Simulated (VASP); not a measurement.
# Li3Pb (Fm-3m) in VASP: further runs

The runs below take Li3Pb through single point, with LDA.

Program: VASP 6.6.1. These are calculated values, not measurements. Logs are shortened: lines on timing, memory, paths and dates and some standing lists are left out, and cuts for length are marked.

### Step 1. The cell of the first run

It takes space group Fm-3m (No. 225, cubic). The conventional cell has a = 6.687 Å, b = 6.687 Å, c = 6.687 Å, α = 90.00°, β = 90.00°, γ = 90.00°. Within 3.8 Å of Li (site symmetry m-3m) lie 8 Li at 2.90 Å and 6 Pb at 3.34 Å. Within 3.8 Å of Li (site symmetry -43m) lie 10 Li at 2.90 to 3.34 Å and 4 Pb at 2.90 Å. Within 3.8 Å of Pb (site symmetry m-3m) lie 14 Li at 2.90 to 3.34 Å.

### Step 2. Single point, LDA

INCAR

```
SYSTEM = Li3Pb
PREC = Accurate ; ENCUT = 750
EDIFF = 1E-6 ; ISMEAR = -1
SIGMA = 0.1 ; LREAL = .False.
LASPH = .True. ; NELM = 120
ALGO = Normal ; ISIF = 2
LWAVE = .False. ; LCHARG = .False.
NBANDS = 20 ; GGA_COMPAT = .False.
```

KPOINTS

```
Automatic mesh
0
Gamma
  2 2 2
  0 0 0
```

POSCAR

```
Li3Pb
1.0
    0.0000000000      3.3435000000      3.3435000000
    3.3435000000      0.0000000000      3.3435000000
    3.3435000000      3.3435000000      0.0000000000
Li Pb
3 1
Direct
    0.5000000000      0.5000000000      0.5000000000
    0.2500000000      0.2500000000      0.2500000000
    0.7500000000      0.7500000000      0.7500000000
    0.0000000000      0.0000000000      0.0000000000
```

Potentials or basis: VASP PAW LDA potentials, release 64 (Li_sv, Pb_d).

Run with:

```bash
$ cat potpaw_LDA.64/Li_sv/POTCAR potpaw_LDA.64/Pb_d/POTCAR > POTCAR
$ mpirun -np 1 vasp_std > vasp.out
```

OUTCAR:

```text
SYSTEM = Li3Pb
   PREC = Accurate
   ENCUT = 750
   EDIFF = 1E-6
   ISMEAR = -1
   LREAL = .False.
   LASPH = .True.
   NELM = 120
   ISIF = 2

 ion  position               nearest neighbor table
   1  0.500  0.500  0.500-   4 3.34   4 3.34   4 3.34   4 3.34   4 3.34   4 3.34
   2  0.250  0.250  0.250-   4 2.90   4 2.90   4 2.90   4 2.90
   3  0.750  0.750  0.750-   4 2.90   4 2.90   4 2.90   4 2.90
   4  0.000  0.000  0.000-   3 2.90   3 2.90   3 2.90   2 2.90   3 2.90   2 2.90   2 2.90   2 2.90
                             1 3.34   1 3.34   1 3.34   1 3.34   1 3.34   1 3.34

  LATTYP: Found a face centered cubic cell.
 ALAT       =     6.6870000000

  Lattice vectors:

 A1 = (   0.0000000000,   3.3435000000,   3.3435000000)
 A2 = (   3.3435000000,   0.0000000000,   3.3435000000)
 A3 = (   3.3435000000,   3.3435000000,   0.0000000000)

Analysis of symmetry for initial positions (statically):
=====================================================================
 Subroutine PRICEL returns:
 Original cell was already a primitive cell.

 Routine SETGRP: Setting up the symmetry group for a
 face centered cubic supercell.

 Subroutine GETGRP returns: Found 48 space group operations
 (whereof 48 operations were pure point group operations)
 out of a pool of 48 trial point group operations.

The static configuration has the point symmetry O_h .

Analysis of symmetry for dynamics (positions and initial velocities):
=====================================================================
 Subroutine PRICEL returns:
 Original cell was already a primitive cell.

 Routine SETGRP: Setting up the symmetry group for a
 face centered cubic supercell.

 Subroutine GETGRP returns: Found 48 space group operations
 (whereof 48 operations were pure point group operations)
 out of a pool of 48 trial point group operations.

The dynamic configuration has the point symmetry O_h .

 Subroutine INISYM returns: Found 48 space group operations
 (whereof 48 operations are pure point group operations),
 and found     1 'primitive' translations

----------------------------------------------------------------------------------------

                                     Primitive cell

  volume of cell :      74.7539
[... 65 lines left out ...]
   ISPIN  =      1    spin polarized calculation?
   LNONCOLLINEAR =      F non collinear calculations
   LSORBIT =      F    spin-orbit coupling
   LASPH  =      T    aspherical Exc in radial PAW
   ENCUT  =  750.0 eV  55.12 Ry    7.42 a.u.  10.56 10.56 10.56*2*pi/ulx,y,z
   NELM   =    120;   NELMIN=  2; NELMDL= -5     # of ELM steps
   EDIFF  = 0.1E-05   stopping-criterion for ELM
   LREAL  =      F    real-space projection
   EDIFFG = 0.1E-04   stopping-criterion for IOM
   NSW    =      0    number of steps for IOM
   IBRION =     -1    ionic relax: 0-MD 1-quasi-New 2-CG
   NFREE  =      0    steps in history (QN), initial steepest desc. (CG)
   ISIF   =      2    stress and relaxation
   ISYM   =      2    0-nonsym 1-usesym 2-fastsym
   POTIM  = 0.5000    time-step for ionic-motion
   TEBEG  =    0.0;   TEEND  =   0.0 temperature during run
   PSTRESS=    0.0 pullay stress
   NELECT =      23.0000    total number of electrons
   NUPDOWN=      -1.0000    fix difference up-down
   EMIN   =  10.00;   EMAX   =-10.00  energy-range for DOS
   EFERMI =   0.00;   METHOD = LEGACY
   ISMEAR =    -1;   SIGMA  =   0.10  broadening in eV -4-tet -1-fermi 0-gaus
   EFERMI_NEDOS =   21; number of points for ismear=-14 and -15
   IALGO  =     38    algorithm
   IMIX   =      4    mixing-type and parameters
     AMIX     =   0.40;   BMIX     =  1.00
     AMIX_MAG =   1.60;   BMIX_MAG =  1.00
  volume/ion in A,a.u.               =      18.69       126.12
  Fermi-wavevector in a.u.,A,eV,Ry     =   1.105196  2.088518 16.618959  1.221459
  Thomas-Fermi vector in A             =   2.241680
   LORBIT       =      0    0 simple, 1 ext, 2 COOP (PROOUT), +10 PAW based schemes
   GGA     = CA    functional components
   LHFCALC =     F    Hartree Fock is set to
   AEXX    =    0.0000 exact exchange contribution
   IVDW    =     0    specifies the selected vdW correction
   LEPSILON=     F    determine dielectric tensor
   LRPA    =     F    only Hartree local field effects (RPA)
 non-spin polarized calculation
  energy-cutoff  :      750.00
  volume of cell :       74.75
 maximum number of plane-waves:      3498
   NGX = 21   NGY = 21   NGZ = 21

 number of electron      23.0000005 magnetization

 Free energy of the ion-electron system (eV)
  ---------------------------------------------------
  ext. energy  EPLUGINS =         0.00000000
  ---------------------------------------------------
  free energy    TOTEN  =       -10.70165473 eV

  energy without entropy =      -10.60275535  energy(sigma->0) =      -10.65220504

 E-fermi :   4.2651     XC(G=0):  -8.8904

 val. band max:        4.0874888114   @ k =   0.5000   0.0000   0.0000
 cond. band min:       4.5584710892   @ k =   0.5000   0.5000   0.0000
 fundamental gap:      0.4709822778
 Fermi energy:         4.2651038797

 k-point     1 :       0.0000    0.0000    0.0000
  band No.  band energies     occupation
      1     -42.7630      2.00000
      2     -41.6158      2.00000
      3     -41.6082      2.00000
      4     -12.3899      2.00000
      5     -12.3899      2.00000
      6     -12.3899      2.00000
[... 58 lines left out ...]
     19      13.3602      0.00000
     20      13.7279      0.00000

------------------------ aborting loop because EDIFF is reached ----------------------------------------

  FORCE on cell =-STRESS in cart. coord.  units (eV):
  Direction    XX          YY          ZZ          XY          YZ          ZX
  --------------------------------------------------------------------------------------
  -------------------------------------------------------------------------------------
  Total       -0.7927766     -0.7927766     -0.7927766      0.0000000      0.0000000      0.0000000
  in kB      -16.9913324    -16.9913324    -16.9913324      0.0000000      0.0000000      0.0000000
  external PRESSURE =     -16.9913324 kB  Pullay stress =       0.0000000 kB

 VOLUME and BASIS-vectors are now :
 -----------------------------------------------------------------------------
  energy-cutoff  :      750.00
  volume of cell :       74.75
      direct lattice vectors                 reciprocal lattice vectors
     0.000000000  3.343500000  3.343500000    -0.149543891  0.149543891  0.149543891
     3.343500000  0.000000000  3.343500000     0.149543891 -0.149543891  0.149543891
     3.343500000  3.343500000  0.000000000     0.149543891  0.149543891 -0.149543891

 POSITION                                       TOTAL-FORCE (eV/Angst)
 -----------------------------------------------------------------------------------
      3.34350      3.34350      3.34350         0.000000     -0.000000     -0.000000
      1.67175      1.67175      1.67175         0.000000      0.000000      0.000000
      5.01525      5.01525      5.01525        -0.000000     -0.000000     -0.000000
      0.00000      0.00000      0.00000         0.000000     -0.000000     -0.000000
 -----------------------------------------------------------------------------------
    total drift:                               -0.000000      0.000000      0.000000

  FREE ENERGIE OF THE ION-ELECTRON SYSTEM (eV)
  ---------------------------------------------------
  free  energy   TOTEN  =       -10.7016547288 eV

  energy  without entropy=      -10.6027553479  energy(sigma->0) =      -10.65220504
```

OSZICAR:

```text
N       E                     dE             d eps       ncg     rms          rms(c)
DAV:   1     0.205202545261E+03    0.20520E+03   -0.12779E+04   120   0.153E+03
DAV:   2     0.107079775648E+02   -0.19449E+03   -0.18946E+03   120   0.389E+02
DAV:   3    -0.893007885700E+01   -0.19638E+02   -0.19422E+02   192   0.964E+01
DAV:   4    -0.107770232551E+02   -0.18469E+01   -0.18390E+01   212   0.256E+01
DAV:   5    -0.108706258726E+02   -0.93603E-01   -0.93589E-01   156   0.468E+00    0.262E+00
DAV:   6    -0.107520030200E+02    0.11862E+00   -0.12090E-01   192   0.434E+00    0.137E+00
DAV:   7    -0.107018193875E+02    0.50184E-01   -0.78626E-02   156   0.288E+00    0.246E-01
DAV:   8    -0.107017167683E+02    0.10262E-03   -0.17444E-02   204   0.823E-01    0.140E-01
DAV:   9    -0.107016692292E+02    0.47539E-04   -0.52172E-04   148   0.128E-01    0.679E-02
DAV:  10    -0.107016541976E+02    0.15032E-04   -0.11041E-04   208   0.569E-02    0.117E-02
DAV:  11    -0.107016547288E+02   -0.53121E-06   -0.60063E-06   136   0.149E-02
   1 F= -.10701655E+02 E0= -.10652205E+02  d E =-.988994E-01
```

Wall time 4.6 s (1 thread of Intel Xeon 6975P-C (Granite Rapids), shared host); peak memory 0.2 GiB.

Results:

```yaml
Free_energy: -10.7017 eV
Pressure: -1.7 GPa
Band_gap_on_the_k_mesh: zero (an odd number of electrons rules out a gap without spin polarisation)
```

Caveat: the k points lie up to 0.81 Å⁻¹ apart, too coarse for converged energies and pressures of a metal; spin-orbit coupling is left out, which moves the levels of the heavy elements.

### Step 3. Single point, LDA

INCAR

```
SYSTEM = Li3Pb
PREC = Accurate
ENCUT = 750
EDIFF = 1E-6
ISMEAR = -1
SIGMA = 0.1
LREAL = .False.
LASPH = .True.
NELM = 120
ALGO = Normal
ISIF = 2
LWAVE = .False.
LCHARG = .True.
GGA = CA
LELF = .True.
LVHAR = .True.
NBANDS = 20
GGA_COMPAT = .False.
```

KPOINTS

```
Automatic mesh
0
Gamma
  3 3 3
  0 0 0
```

POSCAR is that of step 2.

Potentials or basis: VASP PAW LDA potentials, release 64 (Li_sv, Pb_d).

Run with:

```bash
$ cat potpaw_LDA.64/Li_sv/POTCAR potpaw_LDA.64/Pb_d/POTCAR > POTCAR
$ mpirun -np 1 vasp_std > vasp.out
```

Run time: 5.9 s. Hardware: 1 thread of Intel Xeon 6975P-C (Granite Rapids), shared host; peak memory 0.2 GiB.

It converged, with:

| Item | Value |
| --- | --- |
| Free energy | -11.8911 eV |
| Pressure | -2.8 GPa |
| Band gap on the k mesh | zero (an odd number of electrons rules out a gap without spin polarisation) |

Levels at points of the mesh, in eV from the Fermi level:
| k point | band 7 | band 8 | band 9 | band 10 | band 11 | band 12 | band 13 | band 14 | band 15 | band 16 |
| --- | --- | --- | --- | --- | --- | --- | --- | --- | --- | --- |
| (0.00, 0.00, 0.00) | -16.67 | -16.67 | -9.36 | 0.74 | 0.74 | 0.74 | 1.83 | 2.96 | 2.96 | 2.96 |

Caveat: the k points lie up to 0.54 Å⁻¹ apart, too coarse for converged energies and pressures of a metal; spin-orbit coupling is left out, which moves the levels of the heavy elements.

### Step 4. Single point, LDA

INCAR

```
ALGO = Normal
EDIFF = 1E-6
ENCUT = 750
GGA_COMPAT = False
ISIF = 2
ISMEAR = -1
LASPH = True
LCHARG = True
LELF = True
LREAL = False
LVHAR = True
LWAVE = False
NBANDS = 20
NELM = 120
PREC = Accurate
SIGMA = 0.1
```

KPOINTS

```
k-points
0
Gamma
  4 4 4
```

POSCAR is that of step 3.

Run with:

```bash
$ cat potpaw_LDA.64/Li_sv/POTCAR potpaw_LDA.64/Pb_d/POTCAR > POTCAR
$ mpirun -np 1 vasp_std > vasp.out
```

It took 10 s on 1 thread of Intel Xeon 6975P-C (Granite Rapids), shared host; peak memory 0.21 GiB.

Results (log left out):

```yaml
Free_energy: -12.0274 eV
Pressure: -2.6 GPa
Band_gap_on_the_k_mesh: zero (an odd number of electrons rules out a gap without spin polarisation)
```

Levels at points of the mesh, in eV from the Fermi level:
| k point | band 9 | band 10 | band 11 | band 12 | band 13 | band 14 | band 15 | band 16 |
| --- | --- | --- | --- | --- | --- | --- | --- | --- |
| (0.00, 0.00, 0.00) | -9.09 | 1.02 | 1.02 | 1.02 | 2.12 | 3.25 | 3.25 | 3.25 |
| (0.50, 0.00, 0.00) | -8.42 | -3.35 | 0.22 | 0.22 | 2.36 | 2.42 | 2.42 | 5.67 |
| (0.50, 0.50, 0.00) | -8.16 | -2.83 | -1.57 | -1.57 | 0.87 | 3.31 | 7.44 | 7.44 |

Caveat: the k points lie up to 0.41 Å⁻¹ apart, too coarse for converged energies and pressures of a metal; spin-orbit coupling is left out, which moves the levels of the heavy elements.

### Step 5. Single point, LDA

INCAR

```
PREC = Accurate
ENCUT = 750
EDIFF = 1E-6
ISMEAR = -1
SIGMA = 0.1
LREAL = F
LASPH = T
NELM = 120
ALGO = Normal
ISIF = 2
LWAVE = F
LCHARG = F
GGA = CA
NBANDS = 20
GGA_COMPAT = F
```

KPOINTS

```
regular mesh
0
Gamma
  5 5 5
```

POSCAR is that of step 4.

Run with:

```bash
$ cat potpaw_LDA.64/Li_sv/POTCAR potpaw_LDA.64/Pb_d/POTCAR > POTCAR
$ mpirun -np 1 vasp_std > vasp.out
```

Wall time 12 s (1 thread of Intel Xeon 6975P-C (Granite Rapids), shared host); peak memory 0.21 GiB.

Results (log left out):

- Free energy: -11.9902 eV
- Pressure: -2.3 GPa
- Band gap on the k mesh: zero (an odd number of electrons rules out a gap without spin polarisation)

Levels at points of the mesh, in eV from the Fermi level:
```
           k point  band 9  band 10  band 11  band 12  band 13  band 14
(0.00, 0.00, 0.00)   -8.73     1.37     1.37     1.37     2.48     3.61
```

Caveat: spin-orbit coupling is left out, which moves the levels of the heavy elements.

(Part 1 of 3 ends here.)
